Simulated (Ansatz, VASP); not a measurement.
# GaP in VASP and in Ansatz

Contents of INCAR:

```
PREC     = Accurate       # precision mode
ENCUT    = 520            # plane-wave cutoff, eV
EDIFF    = 1E-7           # SCF threshold, eV
ISMEAR   = 0              # smearing method
SIGMA    = 0.05           # smearing width, eV
LREAL    = F              # projectors in reciprocal space
LASPH    = T              # aspherical terms in the spheres
NELM     = 60             # most SCF steps
ALGO     = Normal         # electronic algorithm
ISIF     = 2              # what is computed and relaxed
LWAVE    = F              # write WAVECAR
LCHARG   = T              # write CHGCAR
GGA      = PS             # functional
LELF     = T              # ELF
LVHAR    = T            
NBANDS   = 16             # bands
```

File KPOINTS:

```
regular mesh
0
Gamma
  8 8 8
```

POSCAR

```
GaP
1.0
    0.0000000000      2.6162400000      2.8342600000
    2.6162400000      0.0000000000      2.8342600000
    2.6162400000      2.6162400000      0.0000000000
Ga P
1 1
Direct
    0.0000000000      0.0000000000      0.0000000000
    0.7500000000      0.7500000000      0.7500000000
```

Input for Ansatz:

```yaml
crystal:
  lattice:
    - [0.0, 2.61624, 2.83426]
    - [2.61624, 0.0, 2.83426]
    - [2.61624, 2.61624, 0.0]
  atoms:
    - { symbol: Ga, position: [0.0, 0.0, 0.0] }
    - { symbol: P, position: [0.75, 0.75, 0.75] }
basis:
  ecutwfc: 420
kpoints:
  mp_grid: { grid: [8, 8, 8] }
hamiltonian:
  xc: pbesol
scf:
  occupations: { method: gaussian, width: 0.05 }
output:
  forces: true
  stress: true
  eigenvalues: true
```

Change from the starting cell: strain -0.040 along x and y, +0.040 along z, atoms carried along.

Alike in both runs: task single point; functional PBEsol; k mesh 8 × 8 × 8; occupations gaussian, width 0.05 eV; no spin polarisation.

|  | VASP | Ansatz |
| --- | --- | --- |
| version | VASP 6.6.1 | Ansatz 0.2.0 |
| potentials or method | VASP PAW PBE potentials, release 64 (Ga_d, P), cutoff 520 eV | scalar-relativistic, plane waves, PAW |
| valence electrons in the cell | 18 | 18 |

```csv
,VASP,Ansatz,Ansatz less VASP
gap on the k mesh at the Fermi level (eV),1.05,1.05,-0.001
least direct gap on the mesh (eV),1.87,1.86,-0.009
pressure (GPa),3.1,3.1,+0.08
"traceless stress, the component that is largest in VASP (GPa)",-4.64,-4.62,+0.015
```

VASP's potentials were made for PBE, not for PBEsol.
